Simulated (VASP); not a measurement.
# TiBr (Pm-3m) in VASP: notebook

TiBr is run at these levels: PBE; tasks: single point, relaxation of cell and atoms.

Program: VASP 6.6.1. These are calculated values, not measurements. Logs are shortened: lines on timing, memory, paths and dates and some standing lists are left out, and cuts for length are marked.

### Step 1. The cell of the first run

Symmetry: Pm-3m, No. 221, cubic system. Conventional cell: a = 3.769 Å, b = 3.769 Å, c = 3.769 Å, α = 90.00°, β = 90.00°, γ = 90.00°. Within 4.3 Å of Ti (site symmetry m-3m) lie 8 Br at 3.26 Å and 6 Ti at 3.77 Å. Br (site symmetry m-3m) has 8 Ti at 3.26 Å and 6 Br at 3.77 Å within 4.3 Å.

### Step 2. Single point, PBE, collinear spin, ferromagnetic start

The input, INCAR:

```
ALGO     = Normal         # electronic algorithm
EDIFF    = 1E-6           # SCF threshold, eV
ENCUT    = 520            # plane-wave cutoff, eV
GGA      = PE             # functional
ISIF     = 2              # what is computed and relaxed
ISMEAR   = 0              # smearing method
ISPIN    = 2              # spin polarisation
LASPH    = T              # aspherical terms in the spheres
LCHARG   = F              # write CHGCAR
LMAXMIX  = 4              # l up to which the mixer works
LORBIT   = 11             # projections on sites
LREAL    = F              # projectors in reciprocal space
LWAVE    = F              # write WAVECAR
MAGMOM   = 1 0            # initial moments
NBANDS   = 20             # bands
NELM     = 150            # most SCF steps
PREC     = Accurate       # precision mode
SIGMA    = 0.1            # smearing width, eV
```

The input, KPOINTS:

```
k-points
0
Gamma
  4 4 4
```

The input, POSCAR:

```
TiBr
1.0
    3.7692738000      0.0000000000      0.0000000000
    0.0000000000      3.7692738000      0.0000000000
    0.0000000000      0.0000000000      3.7692738000
Ti Br
1 1
Direct
    0.0000000000      0.0000000000      0.0000000000
    0.5000000000      0.5000000000      0.5000000000
```

Potentials or basis: VASP PAW PBE potentials, release 64 (Ti_sv, Br).

Started as:

```sh
> cat potpaw_PBE.64/Ti_sv/POTCAR potpaw_PBE.64/Br/POTCAR > POTCAR
> mpirun -np 1 vasp_std > vasp.out
```

OUTCAR:

```text
EDIFF = 1E-6
   ENCUT = 520
   GGA = PE
   ISIF = 2
   ISMEAR = 0
   ISPIN = 2
   LASPH = T
   LORBIT = 11
   LREAL = F
   NELM = 150
   PREC = Accurate

 ion  position               nearest neighbor table
   1  0.000  0.000  0.000-
   2  0.500  0.500  0.500-

  LATTYP: Found a simple cubic cell.
 ALAT       =     3.7692738000

  Lattice vectors:

 A1 = (   3.7692738000,   0.0000000000,   0.0000000000)
 A2 = (   0.0000000000,   3.7692738000,   0.0000000000)
 A3 = (   0.0000000000,   0.0000000000,   3.7692738000)

Analysis of symmetry for initial positions (statically):
=====================================================================
 Subroutine PRICEL returns:
 Original cell was already a primitive cell.

 Routine SETGRP: Setting up the symmetry group for a
 simple cubic supercell.

 Subroutine GETGRP returns: Found 48 space group operations
 (whereof 48 operations were pure point group operations)
 out of a pool of 48 trial point group operations.

The static configuration has the point symmetry O_h .

Analysis of symmetry for dynamics (positions and initial velocities):
=====================================================================
 Subroutine PRICEL returns:
 Original cell was already a primitive cell.

 Routine SETGRP: Setting up the symmetry group for a
 simple cubic supercell.

 Subroutine GETGRP returns: Found 48 space group operations
 (whereof 48 operations were pure point group operations)
 out of a pool of 48 trial point group operations.

The dynamic configuration has the point symmetry O_h .

Analysis of structural, dynamic, and magnetic symmetry:
=====================================================================
 Subroutine PRICEL returns:
 Original cell was already a primitive cell.

 Routine SETGRP: Setting up the symmetry group for a
 simple cubic supercell.

 Subroutine GETGRP returns: Found 48 space group operations
 (whereof 48 operations were pure point group operations)
 out of a pool of 48 trial point group operations.

The overall configuration has the point symmetry O_h .

 Subroutine INISYM returns: Found 48 space group operations
 (whereof 48 operations are pure point group operations),
 and found     1 'primitive' translations

----------------------------------------------------------------------------------------

                                     Primitive cell

  volume of cell :      53.5517

  direct lattice vectors                    reciprocal lattice vectors
     3.769273800  0.000000000  0.000000000     0.265303094  0.000000000  0.000000000
     0.000000000  3.769273800  0.000000000     0.000000000  0.265303094  0.000000000
     0.000000000  0.000000000  3.769273800     0.000000000  0.000000000  0.265303094

  length of vectors
     3.769273800  3.769273800  3.769273800     0.265303094  0.265303094  0.265303094

  position of ions in fractional coordinates (direct lattice)
     0.000000000  0.000000000  0.000000000
     0.500000000  0.500000000  0.500000000

  ion indices of the primitive-cell ions
   primitive index   ion index
                 1           1
                 2           2

----------------------------------------------------------------------------------------

 KPOINTS: k-points

Automatic generation of k-mesh.
 Grid dimensions read from file:
 generate k-points for:    4    4    4

 Generating k-lattice:

  Cartesian coordinates                     Fractional coordinates (reciprocal lattice)
     0.066325773  0.000000000  0.000000000     0.250000000  0.000000000  0.000000000
     0.000000000  0.066325773  0.000000000     0.000000000  0.250000000  0.000000000
     0.000000000  0.000000000  0.066325773     0.000000000  0.000000000  0.250000000

  Length of vectors
     0.066325773  0.066325773  0.066325773

  Shift w.r.t. Gamma in fractional coordinates (k-lattice)
     0.000000000  0.000000000  0.000000000

 Subroutine IBZKPT returns following result:
 ===========================================

 Found     10 irreducible k-points:

 Following reciprocal coordinates:
            Coordinates               Weight
  0.000000  0.000000  0.000000      1.000000
  0.250000  0.000000  0.000000      6.000000
  0.500000  0.000000  0.000000      3.000000
  0.250000  0.250000  0.000000     12.000000
  0.500000  0.250000  0.000000     12.000000
  0.500000  0.500000  0.000000      3.000000
  0.250000  0.250000  0.250000      8.000000
  0.500000  0.250000  0.250000     12.000000
  0.500000  0.500000  0.250000      6.000000
  0.500000  0.500000  0.500000      1.000000
   k-points           NKPTS =     10   k-points in BZ     NKDIM =     10   number of bands    NBANDS=     20
   number of dos      NEDOS =    301   number of ions     NIONS =      2
   total plane-waves  NPLWV =  21952
   dimension x,y,z NGX =    28 NGY =   28 NGZ =   28
   dimension x,y,z NGXF=    56 NGYF=   56 NGZF=   56
   ions per type =               1   1
   NGX,Y,Z   is equivalent  to a cutoff of  12.35, 12.35, 12.35 a.u.
   NGXF,Y,Z  is equivalent  to a cutoff of  24.70, 24.70, 24.70 a.u.
 SYSTEM =  unknown system
   PREC   = accura    normal or accurate (medium, high low for compatibility)
   ISTART =      0    job   : 0-new  1-cont  2-samecut
   ICHARG =      2    charge: 1-file 2-atom 10-const
   ISPIN  =      2    spin polarized calculation?
   LNONCOLLINEAR =      F non collinear calculations
   LSORBIT =      F    spin-orbit coupling
   LASPH  =      T    aspherical Exc in radial PAW
   ENCUT  =  520.0 eV  38.22 Ry    6.18 a.u.   7.01  7.01  7.01*2*pi/ulx,y,z
   NELM   =    150;   NELMIN=  2; NELMDL= -5     # of ELM steps
   EDIFF  = 0.1E-05   stopping-criterion for ELM
   LREAL  =      F    real-space projection
   EDIFFG = 0.1E-04   stopping-criterion for IOM
   NSW    =      0    number of steps for IOM
   IBRION =     -1    ionic relax: 0-MD 1-quasi-New 2-CG
   NFREE  =      0    steps in history (QN), initial steepest desc. (CG)
   ISIF   =      2    stress and relaxation
   ISYM   =      2    0-nonsym 1-usesym 2-fastsym
   POTIM  = 0.5000    time-step for ionic-motion
   TEBEG  =    0.0;   TEEND  =   0.0 temperature during run
   PSTRESS=    0.0 pullay stress
   NELECT =      19.0000    total number of electrons
   NUPDOWN=      -1.0000    fix difference up-down
   EMIN   =  10.00;   EMAX   =-10.00  energy-range for DOS
   EFERMI =   0.00;   METHOD = LEGACY
   ISMEAR =     0;   SIGMA  =   0.10  broadening in eV -4-tet -1-fermi 0-gaus
   EFERMI_NEDOS =   21; number of points for ismear=-14 and -15
   IALGO  =     38    algorithm
   IMIX   =      4    mixing-type and parameters
     AMIX     =   0.40;   BMIX     =  1.00
     AMIX_MAG =   1.60;   BMIX_MAG =  1.00
  volume/ion in A,a.u.               =      26.78       180.69
  Fermi-wavevector in a.u.,A,eV,Ry     =   1.158960  2.190116 18.275177  1.343188
  Thomas-Fermi vector in A             =   2.295557
   LORBIT       =     11    0 simple, 1 ext, 2 COOP (PROOUT), +10 PAW based schemes
   GGA     = PE    functional components
   LHFCALC =     F    Hartree Fock is set to
   AEXX    =    0.0000 exact exchange contribution
   IVDW    =     0    specifies the selected vdW correction
   LEPSILON=     F    determine dielectric tensor
   LRPA    =     F    only Hartree local field effects (RPA)
 spin polarized calculation
 Gauss-broadening in eV      SIGMA  =   0.10
  energy-cutoff  :      520.00
  volume of cell :       53.55
 maximum number of plane-waves:      1472
   NGX = 15   NGY = 15   NGZ = 15

 number of electron      18.9999995 magnetization       2.8765979

 Free energy of the ion-electron system (eV)
  ---------------------------------------------------
  ext. energy  EPLUGINS =         0.00000000
  ---------------------------------------------------
  free energy    TOTEN  =        -8.89597876 eV

  energy without entropy =       -8.88211754  energy(sigma->0) =       -8.88904815

 E-fermi :   5.1311     XC(G=0):  -9.2164

 val. band max:        5.1101166738   @ k =   0.5000   0.2500   0.0000
 cond. band min:       5.2962679257   @ k =   0.5000   0.2500   0.0000
 fundamental gap:      0.1861512519
 Fermi energy:         5.1310778995

 spin component 1

 k-point     1 :       0.0000    0.0000    0.0000
  band No.  band energies     occupation
      1     -52.9547      1.00000
      2     -29.2654      1.00000
      3     -29.2654      1.00000
      4     -29.2654      1.00000
      5     -11.8742      1.00000
      6       1.0179      1.00000
[... 12 lines left out ...]
     19      14.0726      0.00000
     20      17.1798      0.00000

 k-point     2 :       0.2500    0.0000    0.0000
  band No.  band energies     occupation
      1     -52.9541      1.00000
      2     -29.2777      1.00000
      3     -29.2644      1.00000
      4     -29.2644      1.00000
      5     -11.7314      1.00000
      6      -0.8036      1.00000
[... 12 lines left out ...]
     19      14.1985      0.00000
     20      16.1501      0.00000
[... 142 lines left out ...]
      2     -29.2860      1.00000
      3     -29.2860      1.00000
      4     -29.2732      1.00000
      5     -11.2571      1.00000
      6      -0.7675      1.00000
[... 12 lines left out ...]
     19      16.2969      0.00000
     20      16.2969      0.00000

 k-point    10 :       0.5000    0.5000    0.5000
  band No.  band energies     occupation
      1     -52.9508      1.00000
      2     -29.2848      1.00000
      3     -29.2848      1.00000
      4     -29.2848      1.00000
      5     -11.1384      1.00000
      6      -0.6688      1.00000
[... 12 lines left out ...]
     19      17.3647      0.00000
     20      17.3647      0.00000
 Fermi energy:         5.1310778995

 spin component 2

 k-point     1 :       0.0000    0.0000    0.0000
  band No.  band energies     occupation
      1     -51.0282      1.00000
      2     -27.3311      1.00000
      3     -27.3311      1.00000
      4     -27.3311      1.00000
      5     -11.8534      1.00000
      6       1.0713      1.00000
[... 12 lines left out ...]
     19      15.3304      0.00000
     20      17.4358      0.00000

 k-point     2 :       0.2500    0.0000    0.0000
  band No.  band energies     occupation
      1     -51.0275      1.00000
      2     -27.3433      1.00000
      3     -27.3300      1.00000
      4     -27.3300      1.00000
      5     -11.7225      1.00000
      6      -0.4315      1.00000
[... 12 lines left out ...]
     19      14.8788      0.00000
     20      17.2123      0.00000
[... 143 lines left out ...]
      3     -27.3510      1.00000
      4     -27.3384      1.00000
      5     -11.2774      1.00000
      6      -0.5715      1.00000
[... 12 lines left out ...]
     19      17.0065      0.00000
     20      17.0065      0.00000

 k-point    10 :       0.5000    0.5000    0.5000
  band No.  band energies     occupation
      1     -51.0244      1.00000
      2     -27.3497      1.00000
      3     -27.3497      1.00000
      4     -27.3497      1.00000
      5     -11.1644      1.00000
      6      -0.4740      1.00000
[... 12 lines left out ...]
     19      18.0099      0.00000
     20      18.0099      0.00000

------------------------ aborting loop because EDIFF is reached ----------------------------------------

  FORCE on cell =-STRESS in cart. coord.  units (eV):
  Direction    XX          YY          ZZ          XY          YZ          ZX
  --------------------------------------------------------------------------------------
  -------------------------------------------------------------------------------------
  Total       -2.6025609     -2.6025609     -2.6025609      0.0000000      0.0000000     -0.0000000
  in kB      -77.8643064    -77.8643064    -77.8643064      0.0000000      0.0000000     -0.0000000
  external PRESSURE =     -77.8643064 kB  Pullay stress =       0.0000000 kB

 VOLUME and BASIS-vectors are now :
 -----------------------------------------------------------------------------
  energy-cutoff  :      520.00
  volume of cell :       53.55
      direct lattice vectors                 reciprocal lattice vectors
     3.769273800  0.000000000  0.000000000     0.265303094  0.000000000  0.000000000
     0.000000000  3.769273800  0.000000000     0.000000000  0.265303094  0.000000000
     0.000000000  0.000000000  3.769273800     0.000000000  0.000000000  0.265303094

 POSITION                                       TOTAL-FORCE (eV/Angst)
 -----------------------------------------------------------------------------------
      0.00000      0.00000      0.00000         0.000000      0.000000      0.000000
      1.88464      1.88464      1.88464         0.000000      0.000000      0.000000
 -----------------------------------------------------------------------------------
    total drift:                               -0.000000      0.000000      0.000000

  FREE ENERGIE OF THE ION-ELECTRON SYSTEM (eV)
  ---------------------------------------------------
  free  energy   TOTEN  =        -8.8959787613 eV

  energy  without entropy=       -8.8821175370  energy(sigma->0) =       -8.88904815

 total charge

# of ion       s       p       d       tot
------------------------------------------
    1        2.099   5.972   2.021  10.092
    2        1.632   3.133   0.027   4.793
--------------------------------------------------
tot          3.731   9.105   2.049  14.885

 magnetization (x)

# of ion       s       p       d       tot
------------------------------------------
    1        0.055   0.026   1.914   1.995
    2        0.022  -0.065   0.021  -0.022
--------------------------------------------------
tot          0.077  -0.039   1.935   1.973
```

Run time: 10 s. Hardware: 1 thread of Intel Xeon 6975P-C (Granite Rapids), shared host; peak memory 0.17 GiB.

Results:

```
Free energy                                           : -8.8960 eV
Pressure                                              : -7.8 GPa
Net moment                                            : 2.88 μB per cell
Site moments                                          : Ti +2.00; Br -0.02 μB
Valence electrons inside the program's atomic spheres : Ti 10.09; Br 4.79
```

Caveat: the k points lie up to 0.42 Å⁻¹ apart; semilocal functionals often make such compounds metallic where correlation or magnetic order opens a gap, which also shifts bond lengths.

### Step 3. Relaxation of cell and atoms, PBE

This run uses another cell than the first one, of 17.63 Å³/atom, 0.658 times its volume.

The input, INCAR:

```
ALGO = Normal ; EDIFF = 1E-6
EDIFFG = -0.04 ; ENCUT = 600
GGA = PE ; IBRION = 2
ISIF = 3 ; ISMEAR = 0
LASPH = T ; LCHARG = F
LREAL = F ; LWAVE = F
NELM = 100 ; NSW = 90
PREC = Accurate ; SIGMA = 0.1
```

The input, KPOINTS:

```
k-points
0
Gamma
  6 6 6
```

The input, POSCAR:

```
TiBr
1.0
    3.2791999465      0.0000000000      0.0000000000
    0.0000000000      3.2791999465      0.0000000000
    0.0000000000      0.0000000000      3.2791999465
Ti Br
1 1
Direct
    0.0000000000      0.0000000000      0.0000000000
    0.5000000000      0.5000000000      0.5000000000
```

Potentials or basis: VASP PAW PBE potentials, release 64 (Ti_sv, Br).

Started as:

```sh
> cat potpaw_PBE.64/Ti_sv/POTCAR potpaw_PBE.64/Br/POTCAR > POTCAR
> mpirun -np 1 vasp_std > vasp.out
```

OUTCAR:

```text
EDIFF = 1E-6
   EDIFFG = -0.04
   ENCUT = 600
   GGA = PE
   IBRION = 2
   ISIF = 3
   ISMEAR = 0
   LASPH = T
   LREAL = F
   NELM = 100
   NSW = 90
   PREC = Accurate

 ion  position               nearest neighbor table
   1  0.000  0.000  0.000-   2 2.84   2 2.84   2 2.84   2 2.84   2 2.84   2 2.84   2 2.84   2 2.84

   2  0.500  0.500  0.500-   1 2.84   1 2.84   1 2.84   1 2.84   1 2.84   1 2.84   1 2.84   1 2.84

  LATTYP: Found a simple cubic cell.
 ALAT       =     3.2791999465

  Lattice vectors:

 A1 = (   3.2791999465,   0.0000000000,   0.0000000000)
[... 548 lines left out ...]

  FORCE on cell =-STRESS in cart. coord.  units (eV):
  Direction    XX          YY          ZZ          XY          YZ          ZX
  --------------------------------------------------------------------------------------
  -------------------------------------------------------------------------------------
  Total        0.0364815      0.0364815      0.0364815     -0.0000000     -0.0000000      0.0000000
  in kB        1.6735250      1.6735250      1.6735250     -0.0000000     -0.0000000      0.0000000
  external PRESSURE =       1.6735250 kB  Pullay stress =       0.0000000 kB

 VOLUME and BASIS-vectors are now :
 -----------------------------------------------------------------------------
  energy-cutoff  :      600.00
  volume of cell :       34.93
      direct lattice vectors                 reciprocal lattice vectors
     3.268764132  0.000000000 -0.000000000     0.305926020  0.000000000 -0.000000000
    -0.000000000  3.268764132 -0.000000000    -0.000000000  0.305926020 -0.000000000
     0.000000000  0.000000000  3.268764132     0.000000000  0.000000000  0.305926020

 POSITION                                       TOTAL-FORCE (eV/Angst)
 -----------------------------------------------------------------------------------
      0.00000      0.00000      0.00000        -0.000000     -0.000000      0.000000
      1.63438      1.63438      1.63438         0.000000      0.000000      0.000000
 -----------------------------------------------------------------------------------
    total drift:                               -0.000000      0.000000      0.000000

  FREE ENERGIE OF THE ION-ELECTRON SYSTEM (eV)
  ---------------------------------------------------
  free  energy   TOTEN  =        -9.4662166044 eV

  energy  without entropy=       -9.4348610952  energy(sigma->0) =       -9.45053885

 reached required accuracy - stopping structural energy minimisation
```

CONTCAR:

```text
TiBr
   1.00000000000000
     3.2687641316614089    0.0000000000000000   -0.0000000000000000
    -0.0000000000000000    3.2687641316614089   -0.0000000000000000
     0.0000000000000000    0.0000000000000000    3.2687641316614089
  Ti              Br
     1     1
Direct
     0.0000000000000000    0.0000000000000000    0.0000000000000000
     0.5000000000000000    0.5000000000000000    0.5000000000000000

  0.00000000E+00  0.00000000E+00  0.00000000E+00
  0.00000000E+00  0.00000000E+00  0.00000000E+00
```

Wall time 9.2 s (1 thread of Intel Xeon 6975P-C (Granite Rapids), shared host); peak memory 0.16 GiB.

What came out:

* Free energy: -9.4662 eV
* Relaxed volume: 17.46 Å³/atom
* Relaxed cell: a = 3.269 Å, b = 3.269 Å, c = 3.269 Å, α = 90.00°, β = 90.00°, γ = 90.00°
* Space group after relaxing (to 0.05 Å): Pm-3m (No. 221)
* Energy gained by relaxing: 0.2 meV/atom
* Ionic steps: 2
* Pressure after relaxing: 0.2 GPa

Step by step:
| step | energy change (eV) | largest force (eV/Å) | pressure (GPa) | volume (Å³) |
| --- | --- | --- | --- | --- |
| 1 | 0.0000 | 0.0000 | -0.60 | 35.26 |
| 2 | -0.0005 | 0.0000 | 0.17 | 34.93 |

Final structure:
```xyz
2
Lattice="3.2688 0.0000 0.0000 0.0000 3.2688 0.0000 0.0000 0.0000 3.2688" Properties=species:S:1:pos:R:3 pbc="T T T"
Ti    0.0000    0.0000    0.0000
Br    1.6344    1.6344    1.6344
```

Caveat: an odd number of electrons without spin polarisation forces a metal; a magnetic or distorted state may lie lower; semilocal functionals often make such compounds metallic where correlation or magnetic order opens a gap, which also shifts bond lengths.
